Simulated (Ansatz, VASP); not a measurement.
# CaCo in VASP and in Ansatz

```
Ca Co
1.0
     0.00000    2.60304    2.60304
     2.60304    0.00000    2.60304
     2.60304    2.60304    0.00000
Ca Co
1 1
Direct
  0.50000 0.50000 0.50000
  0.00000 0.00000 0.00000
```

Change from the starting cell: volume scaled by 1.04.

Alike in both runs: task single point; functional PBE; k mesh 9 × 9 × 9; occupations fermi-dirac, width 0.05 eV; collinear spin.

|  | VASP | Ansatz |
| --- | --- | --- |
| version | VASP 6.6.1 | Ansatz 0.2.0 |
| potentials or method | VASP PAW PBE potentials, release 64 (Ca_sv, Co), cutoff 520 eV | all-electron LAPW, scalar-relativistic |

|  | VASP | Ansatz | Ansatz less VASP |
| --- | --- | --- | --- |
| gap on the k mesh at the Fermi level (eV) | none | none | - |
| pressure (GPa) | 18.3 | 18.2 | -0.03 |
| net moment per atom (μB) | 0.50 | 0.51 | +0.002 |
| size of the moment on the site where the two differ most (μB) | 1.18 | 1.21 | +0.031 |

Site moments also hang on the region over which each program counts them. A gap of «none» marks a metal or a gap that the smearing closes. Ansatz ran all-electron here, and VASP with PAW potentials.
